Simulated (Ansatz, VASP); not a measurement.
# W: VASP beside Ansatz

```
CELL_PARAMETERS angstrom
0.00000 2.19240 1.94880
2.19240 0.00000 1.94880
2.19240 2.19240 0.00000
ATOMIC_POSITIONS crystal
W 0.00000 0.00000 0.00000
```

Change from the starting cell: strain +0.080 along x and y, -0.040 along z, atoms carried along.

Alike in both runs: task single point; functional PBEsol; k mesh 20 × 20 × 20; occupations gaussian, width 0.15 eV; no spin polarisation.

|  | VASP | Ansatz |
| --- | --- | --- |
| version | VASP 6.6.1 | Ansatz 0.2.0 |
| potentials or method | VASP PAW PBE potentials, release 64 (W_sv), cutoff 520 eV | scalar-relativistic, plane waves, PAW |
| valence electrons in the cell | 14 | 14 |

|  | VASP | Ansatz | Ansatz less VASP |
| --- | --- | --- | --- |
| gap on the k mesh at the Fermi level (eV) | none | none | - |
| pressure (GPa) | -35.4 | -35.6 | -0.20 |
| traceless stress, the component that is largest in VASP (GPa) | -13.67 | -13.63 | +0.037 |

VASP's potentials were made for PBE, not for PBEsol. A gap of «none» marks a metal or a gap that the smearing closes. Both programs put the cell under strong tension, so it lies far from rest at this level.

Neither program's run includes spin-orbit coupling. Noted on VASP's run: the cell as given lies far from equilibrium.
